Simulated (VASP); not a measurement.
A run of VASP 6.6.1 is set up as follows.

INCAR

```
SYSTEM = Ba
ALGO = Normal
EDIFF = 1E-7
EDIFFG = -0.005
ENCUT = 600
GGA = PE
IBRION = 2
ISIF = 3
ISMEAR = -1
LASPH = .True.
LCHARG = .False.
LREAL = .False.
LWAVE = .False.
NELM = 60
NSW = 60
PREC = Accurate
SIGMA = 0.05
```

File KPOINTS:

```
k-points
0
Gamma
  11 11 11
  0 0 0
```

POSCAR

```
Ba
1.0
    0.0000000000      3.1655483894      3.1655483894
    3.1655483894      0.0000000000      3.1655483894
    3.1655483894      3.1655483894      0.0000000000
Ba
1
Direct
    0.0000000000      0.0000000000      0.0000000000
```

Potentials or basis: VASP PAW PBE potentials, release 64 (Ba_sv).

Run with:

```sh
$ cat potpaw_PBE.64/Ba_sv/POTCAR > POTCAR
$ mpirun -np 1 vasp_std > vasp.out
```

Question: Estimate the relaxed cell.

Answer: a = 4.498 Å, b = 4.498 Å, c = 4.498 Å, α = 60.00°, β = 60.00°, γ = 60.00°.

Question: Predict the relaxed volume.

Answer: 64.34 Å³/atom.

Final structure:
```cif
data_structure
_symmetry_space_group_name_H-M 'P 1'
_symmetry_Int_Tables_number 1
_cell_length_a 4.4978
_cell_length_b 4.4978
_cell_length_c 4.4978
_cell_angle_alpha 60.000
_cell_angle_beta 60.000
_cell_angle_gamma 60.000
_cell_volume 64.34
loop_
_atom_site_label
_atom_site_type_symbol
_atom_site_fract_x
_atom_site_fract_y
_atom_site_fract_z
_atom_site_occupancy
Ba1 Ba 0.00000 0.00000 0.00000 1
```
